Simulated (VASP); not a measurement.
# Na16H (a cell with a defect) in VASP: notebook

Runs on Na16H (a cell with a defect). Level: PBE. Tasks: single point.

Everything below comes from runs of VASP 6.6.1. Logs are shortened: lines on timing, memory, paths and dates and some standing lists are left out, and cuts for length are marked.

### 1 The cell of the first run

The cell holds a defect, 17 atoms: a = 8.460 Å, b = 8.460 Å, c = 8.460 Å, α = 90.00°, β = 90.00°, γ = 90.00°.

### 2 Single point, PBE

INCAR

```
SYSTEM = Na16H
ALGO = Normal ; EDIFF = 1E-6
ENCUT = 520 ; GGA = PE
ISIF = 2 ; ISMEAR = -1
LASPH = .TRUE. ; LCHARG = .FALSE.
LREAL = Auto ; LWAVE = .FALSE.
NBANDS = 70 ; NELM = 100
PREC = Accurate ; SIGMA = 0.05
```

KPOINTS

```
k-points
0
G
  2 2 2
  0 0 0
```

POSCAR

```
Na16H
1.0
    8.4600000000      0.0000000000      0.0000000000
    0.0000000000      8.4600000000      0.0000000000
    0.0000000000      0.0000000000      8.4600000000
Na H
16 1
Direct
    0.0219739953      0.0109338061      0.0475059102
    0.4848108747     -0.0433096927      0.0538061466
   -0.0293971631      0.5208392435     -0.0267966903
   -0.0155791962     -0.0595271868      0.5588061466
    0.3525650118      0.2219030733      0.2214066194
    0.4780614657      0.4885815603     -0.0157446809
    0.4734160757     -0.0236643026      0.4515366430
    0.7717375887      0.2528723404      0.1878486998
    0.0121394799      0.5176950355      0.5207210402
    0.1697163121      0.7685933806      0.2086288416
    0.2002600473      0.2666903073      0.6820330969
    0.4850000000      0.5303427896      0.5280378251
    0.7520921986      0.7154018913      0.2322813239
    0.7980851064      0.2383687943      0.7640070922
    0.2914420804      0.7947399527      0.7953782506
    0.7559219858      0.7866548463      0.8000945626
    0.8269503546      0.5163356974      0.7152482270
```

Potentials or basis: VASP PAW PBE potentials, release 64 (Na_pv, H).

The run is started by

```sh
cat potpaw_PBE.64/Na_pv/POTCAR potpaw_PBE.64/H/POTCAR > POTCAR
mpirun -np 1 vasp_std > vasp.out
```

OUTCAR:

```text
SYSTEM = Na16H
   EDIFF = 1E-6
   ENCUT = 520
   GGA = PE
   ISIF = 2
   ISMEAR = -1
   LASPH = .TRUE.
   LREAL = Auto
   NELM = 100
   PREC = Accurate

 ion  position               nearest neighbor table
   1  0.022  0.011  0.048-  10 2.76
   2  0.485  0.957  0.054-
   3  0.971  0.521  0.973-
   4  0.984  0.940  0.559-
   5  0.353  0.222  0.221-
   6  0.478  0.489  0.984-
   7  0.473  0.976  0.452-
   8  0.772  0.253  0.188-
   9  0.012  0.518  0.521-
  10  0.170  0.769  0.209-   1 2.76
  11  0.200  0.267  0.682-
  12  0.485  0.530  0.528-
  13  0.752  0.715  0.232-
  14  0.798  0.238  0.764-
  15  0.291  0.795  0.795-
  16  0.756  0.787  0.800-
  17  0.827  0.516  0.715-

  LATTYP: Found a simple cubic cell.
 ALAT       =     8.4600000000

  Lattice vectors:

 A1 = (   8.4600000000,   0.0000000000,   0.0000000000)
 A2 = (   0.0000000000,   8.4600000000,   0.0000000000)
 A3 = (   0.0000000000,   0.0000000000,   8.4600000000)

Analysis of symmetry for initial positions (statically):
=====================================================================
 Subroutine PRICEL returns:
 Original cell was already a primitive cell.

 Routine SETGRP: Setting up the symmetry group for a
 simple cubic supercell.

 Subroutine GETGRP returns: Found  1 space group operations
 (whereof  1 operations were pure point group operations)
 out of a pool of 48 trial point group operations.

The static configuration has the point symmetry C_1 .

Analysis of symmetry for dynamics (positions and initial velocities):
=====================================================================
 Subroutine PRICEL returns:
 Original cell was already a primitive cell.

 Routine SETGRP: Setting up the symmetry group for a
 simple cubic supercell.

 Subroutine GETGRP returns: Found  1 space group operations
 (whereof  1 operations were pure point group operations)
 out of a pool of 48 trial point group operations.

The dynamic configuration has the point symmetry C_1 .

 Subroutine INISYM returns: Found  1 space group operations
 (whereof  1 operations are pure point group operations),
 and found     1 'primitive' translations

----------------------------------------------------------------------------------------

                                     Primitive cell

  volume of cell :     605.4957

  direct lattice vectors                    reciprocal lattice vectors
     8.460000000  0.000000000  0.000000000     0.118203310  0.000000000  0.000000000
     0.000000000  8.460000000  0.000000000     0.000000000  0.118203310  0.000000000
     0.000000000  0.000000000  8.460000000     0.000000000  0.000000000  0.118203310

  length of vectors
     8.460000000  8.460000000  8.460000000     0.118203310  0.118203310  0.118203310

  position of ions in fractional coordinates (direct lattice)
     0.021973995  0.010933806  0.047505910
     0.484810875  0.956690307  0.053806147
     0.970602837  0.520839243  0.973203310
     0.984420804  0.940472813  0.558806147
     0.352565012  0.221903073  0.221406619
     0.478061466  0.488581560  0.984255319
[... 9 lines left out ...]
     0.755921986  0.786654846  0.800094563
     0.826950355  0.516335697  0.715248227

  ion indices of the primitive-cell ions
   primitive index   ion index
                 1           1
                 2           2
                 3           3
                 4           4
                 5           5
                 6           6
[... 9 lines left out ...]
                16          16
                17          17

----------------------------------------------------------------------------------------

 KPOINTS: k-points

Automatic generation of k-mesh.
 Grid dimensions read from file:
 generate k-points for:    2    2    2

 Generating k-lattice:

  Cartesian coordinates                     Fractional coordinates (reciprocal lattice)
     0.059101655  0.000000000  0.000000000     0.500000000  0.000000000  0.000000000
     0.000000000  0.059101655  0.000000000     0.000000000  0.500000000  0.000000000
     0.000000000  0.000000000  0.059101655     0.000000000  0.000000000  0.500000000

  Length of vectors
     0.059101655  0.059101655  0.059101655

  Shift w.r.t. Gamma in fractional coordinates (k-lattice)
     0.000000000  0.000000000  0.000000000

 Subroutine IBZKPT returns following result:
 ===========================================

 Found      8 irreducible k-points:

 Following reciprocal coordinates:
            Coordinates               Weight
  0.000000  0.000000  0.000000      1.000000
  0.500000  0.000000  0.000000      1.000000
  0.000000  0.500000  0.000000      1.000000
  0.000000  0.000000  0.500000      1.000000
  0.500000  0.500000  0.000000      1.000000
  0.000000  0.500000  0.500000      1.000000
  0.500000  0.000000  0.500000      1.000000
  0.500000  0.500000  0.500000      1.000000
   k-points           NKPTS =      8   k-points in BZ     NKDIM =      8   number of bands    NBANDS=     70
   number of dos      NEDOS =    301   number of ions     NIONS =     17
   total plane-waves  NPLWV = 262144
   dimension x,y,z NGX =    64 NGY =   64 NGZ =   64
   dimension x,y,z NGXF=   128 NGYF=  128 NGZF=  128
   ions per type =              16   1
   NGX,Y,Z   is equivalent  to a cutoff of  12.58, 12.58, 12.58 a.u.
   NGXF,Y,Z  is equivalent  to a cutoff of  25.15, 25.15, 25.15 a.u.
 SYSTEM =  Na16H
   PREC   = accura    normal or accurate (medium, high low for compatibility)
   ISTART =      0    job   : 0-new  1-cont  2-samecut
   ICHARG =      2    charge: 1-file 2-atom 10-const
   ISPIN  =      1    spin polarized calculation?
   LNONCOLLINEAR =      F non collinear calculations
   LSORBIT =      F    spin-orbit coupling
   LASPH  =      T    aspherical Exc in radial PAW
   ENCUT  =  520.0 eV  38.22 Ry    6.18 a.u.  15.73 15.73 15.73*2*pi/ulx,y,z
   NELM   =    100;   NELMIN=  2; NELMDL= -5     # of ELM steps
   EDIFF  = 0.1E-05   stopping-criterion for ELM
   LREAL  =      T    real-space projection
   EDIFFG = 0.1E-04   stopping-criterion for IOM
   NSW    =      0    number of steps for IOM
   IBRION =     -1    ionic relax: 0-MD 1-quasi-New 2-CG
   NFREE  =      0    steps in history (QN), initial steepest desc. (CG)
   ISIF   =      2    stress and relaxation
   ISYM   =      2    0-nonsym 1-usesym 2-fastsym
   POTIM  = 0.5000    time-step for ionic-motion
   TEBEG  =    0.0;   TEEND  =   0.0 temperature during run
   PSTRESS=    0.0 pullay stress
   NELECT =     113.0000    total number of electrons
   NUPDOWN=      -1.0000    fix difference up-down
   EMIN   =  10.00;   EMAX   =-10.00  energy-range for DOS
   EFERMI =   0.00;   METHOD = LEGACY
   ISMEAR =    -1;   SIGMA  =   0.05  broadening in eV -4-tet -1-fermi 0-gaus
   EFERMI_NEDOS =   21; number of points for ismear=-14 and -15
   IALGO  =     38    algorithm
   IMIX   =      4    mixing-type and parameters
     AMIX     =   0.40;   BMIX     =  1.00
     AMIX_MAG =   1.60;   BMIX_MAG =  1.00
  volume/ion in A,a.u.               =      35.62       240.36
  Fermi-wavevector in a.u.,A,eV,Ry     =   0.935543  1.767921 11.908383  0.875241
  Thomas-Fermi vector in A             =   2.062462
   LORBIT       =      0    0 simple, 1 ext, 2 COOP (PROOUT), +10 PAW based schemes
   GGA     = PE    functional components
   LHFCALC =     F    Hartree Fock is set to
   AEXX    =    0.0000 exact exchange contribution
   IVDW    =     0    specifies the selected vdW correction
   LEPSILON=     F    determine dielectric tensor
   LRPA    =     F    only Hartree local field effects (RPA)
 non-spin polarized calculation
  energy-cutoff  :      520.00
  volume of cell :      605.50
 maximum number of plane-waves:     16384
 NGX is ok and might be reduce to    64
   NGX = 31   NGY = 31   NGZ = 31

 number of electron     113.0000016 magnetization

 Free energy of the ion-electron system (eV)
  ---------------------------------------------------
  ext. energy  EPLUGINS =         0.00000000
  ---------------------------------------------------
  free energy    TOTEN  =       -22.48683793 eV

  energy without entropy =      -22.38306215  energy(sigma->0) =      -22.43495004

 E-fermi :   0.1579     XC(G=0):  -6.4377

 val. band max:        0.1573558227   @ k =   0.5000   0.0000   0.5000
 cond. band min:       0.1858488652   @ k =   0.5000   0.5000   0.0000
 fundamental gap:      0.0284930425
 Fermi energy:         0.1578754849

 k-point     1 :       0.0000    0.0000    0.0000
  band No.  band energies     occupation
      1     -24.9348      2.00000
      2     -24.9210      2.00000
      3     -24.9157      2.00000
      4     -24.8970      2.00000
      5     -24.8907      2.00000
      6     -24.8855      2.00000
[... 60 lines left out ...]
     67       1.5705      0.00000
     68       2.3778      0.00000

 k-point     2 :       0.5000    0.0000    0.0000
  band No.  band energies     occupation
      1     -24.9348      2.00000
      2     -24.9209      2.00000
      3     -24.9157      2.00000
      4     -24.8970      2.00000
      5     -24.8907      2.00000
      6     -24.8855      2.00000
[... 60 lines left out ...]
     67       2.0363      0.00000
     68       2.0671      0.00000

 k-point     3 :       0.0000    0.5000    0.0000
  band No.  band energies     occupation
      1     -24.9349      2.00000
      2     -24.9209      2.00000
      3     -24.9156      2.00000
      4     -24.8970      2.00000
      5     -24.8906      2.00000
      6     -24.8858      2.00000
[... 344 lines left out ...]
     67       2.4638      0.00000
     68       2.6265      0.00000

 k-point     8 :       0.5000    0.5000    0.5000
  band No.  band energies     occupation
      1     -24.9349      2.00000
      2     -24.9209      2.00000
      3     -24.9156      2.00000
      4     -24.8970      2.00000
      5     -24.8902      2.00000
      6     -24.8858      2.00000
[... 60 lines left out ...]
     67       2.6183      0.00000
     68       2.6915      0.00000
 [bands above 68 left out]

------------------------ aborting loop because EDIFF is reached ----------------------------------------

  FORCE on cell =-STRESS in cart. coord.  units (eV):
  Direction    XX          YY          ZZ          XY          YZ          ZX
  --------------------------------------------------------------------------------------
  -------------------------------------------------------------------------------------
  Total        1.1385028      2.7856458      1.8485106     -1.2705890     -0.8822657     -0.4087826
  in kB        3.0125453      7.3709826      4.8912677     -3.3620532     -2.3345269     -1.0816628
  external PRESSURE =       5.0915985 kB  Pullay stress =       0.0000000 kB

 VOLUME and BASIS-vectors are now :
 -----------------------------------------------------------------------------
  energy-cutoff  :      520.00
  volume of cell :      605.50
      direct lattice vectors                 reciprocal lattice vectors
     8.460000000  0.000000000  0.000000000     0.118203310  0.000000000  0.000000000
     0.000000000  8.460000000  0.000000000     0.000000000  0.118203310  0.000000000
     0.000000000  0.000000000  8.460000000     0.000000000  0.000000000  0.118203310

 POSITION                                       TOTAL-FORCE (eV/Angst)
 -----------------------------------------------------------------------------------
      0.18590      0.09250      0.40190        -0.115577      0.311677     -0.386998
      4.10150      8.09360      0.45520         0.342093     -0.085088     -0.269729
      8.21130      4.40630      8.23330         0.204886     -0.064725     -0.213368
      8.32820      7.95640      4.72750         0.120088      0.124119     -0.345847
      2.98270      1.87730      1.87310        -0.559268      0.488434      0.147390
      4.04440      4.13340      8.32680         0.039651      0.111887     -0.079457
[... 9 lines left out ...]
      6.39510      6.65510      6.76880        -0.161055     -0.194579     -0.036973
      6.99600      4.36820      6.05100         0.025306     -0.030988      0.141056
 -----------------------------------------------------------------------------------
    total drift:                                0.000013      0.000228      0.000892

  FREE ENERGIE OF THE ION-ELECTRON SYSTEM (eV)
  ---------------------------------------------------
  free  energy   TOTEN  =       -22.4868379262 eV

  energy  without entropy=      -22.3830621539  energy(sigma->0) =      -22.43495004
```

Wall time 11 min (1 thread of AMD EPYC 7R13, shared host); peak memory 0.64 GiB.

What came out:

```yaml
Free_energy: -22.4868 eV
Pressure: 0.5 GPa
Largest_force: 0.757 eV/Å
Band_gap_on_the_k_mesh: zero (an odd number of electrons rules out a gap without spin polarisation)
```

Forces on the atoms (eV/Å):
```
Na  -0.116  0.312 -0.387
Na   0.342 -0.085 -0.270
Na   0.205 -0.065 -0.213
Na   0.120  0.124 -0.346
Na  -0.559  0.488  0.147
Na   0.040  0.112 -0.079
Na   0.173 -0.180  0.364
Na  -0.092  0.003  0.351
Na  -0.218  0.218 -0.150
Na   0.405 -0.444  0.415
Na   0.375 -0.312  0.322
Na   0.124  0.001 -0.086
Na  -0.100  0.077  0.131
Na  -0.329  0.067 -0.095
Na  -0.234 -0.090 -0.208
Na  -0.161 -0.195 -0.037
H    0.025 -0.031  0.141
```

Caveat: the k points lie up to 0.37 Å⁻¹ apart, too coarse for converged energies and pressures of a metal.

(Continued in part 2 of 2.)

The gap in the log of VASP goes by the Fermi energy; the results here count the filled bands.